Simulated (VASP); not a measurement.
Set up this calculation in VASP 6.6.1, as the native input.

| Item | Value |
| --- | --- |
| Task | relaxation of cell and atoms |
| Functional | PBE |
| Dispersion | D4 |
| Potentials or basis | VASP PAW PBE potentials, release 64 (Sn_d, S) |
| Cutoff | 500 eV |
| k mesh | 6 × 6 × 4 |
| Occupations | gaussian, width 0.01 eV |
| Spin | no spin polarisation |
| Dipole correction | no |
| Further INCAR settings | ALGO = Normal; EDIFF = 1e-07; IBRION = 2; EDIFFG = -0.01; NSW = 80; ISIF = 3 |

The structure of SnS2 (Berndtite-2T) lies in POSCAR:

```
SnS2
1.0
    3.6390000000      0.0000000000      0.0000000000
   -1.8195000000      3.1514660000      0.0000000000
    0.0000000000      0.0000000000      5.8680000000
Sn S
1 2
Direct
    0.0000000000      0.0000000000      0.0000000000
    0.3333333333      0.6666666667      0.2500000000
    0.6666666667      0.3333333333      0.7500000000
```

These files were run (other wordings do the same):

INCAR

```
PREC     = Accurate       # precision mode
ENCUT    = 500            # plane-wave cutoff, eV
EDIFF    = 1E-7           # SCF threshold, eV
ISMEAR   = 0              # smearing method
SIGMA    = 0.01           # smearing width, eV
LREAL    = F              # projectors in reciprocal space
LASPH    = T              # aspherical terms in the spheres
NELM     = 120            # most SCF steps
ALGO     = Normal         # electronic algorithm
ISIF     = 3              # what is computed and relaxed
LWAVE    = F              # write WAVECAR
LCHARG   = F              # write CHGCAR
GGA      = PE             # functional
IVDW     = 13             # dispersion correction
IBRION   = 2              # ionic algorithm
NSW      = 80             # ionic steps
EDIFFG   = -0.01          # ionic threshold
GGA_COMPAT= F            
NELMIN   = 4
```

KPOINTS

```
Automatic mesh
0
Gamma
  6 6 4
```

Potentials or basis: VASP PAW PBE potentials, release 64 (Sn_d, S).

Launch:

```bash
$ cat potpaw_PBE.64/Sn_d/POTCAR potpaw_PBE.64/S/POTCAR > POTCAR
$ mpirun -np 1 vasp_std > vasp.out
```

Results of the run:

The relaxed volume is 22.49 Å³/atom. The relaxed cell is a = 3.669 Å, b = 3.669 Å, c = 5.789 Å, α = 90.00°, β = 90.00°, γ = 120.00°, the space group after relaxing (to 0.05 Å) is P-3m1 (No. 164) and the energy gained by relaxing is 3.1 meV/atom. The ionic steps are 9. The pressure after relaxing is 0.0 GPa. The band gap on the k mesh is 1.32 eV, indirect (least direct gap 1.72 eV) and the dispersion energy per atom is -0.359 eV.

Caveat: spin-orbit coupling is left out, which moves the levels of the heavy elements.

Wall time 98 s on 1 thread of AMD EPYC 9R45 96-Core Processor (Zen 5) (shared host), peak memory 0.17 GiB.
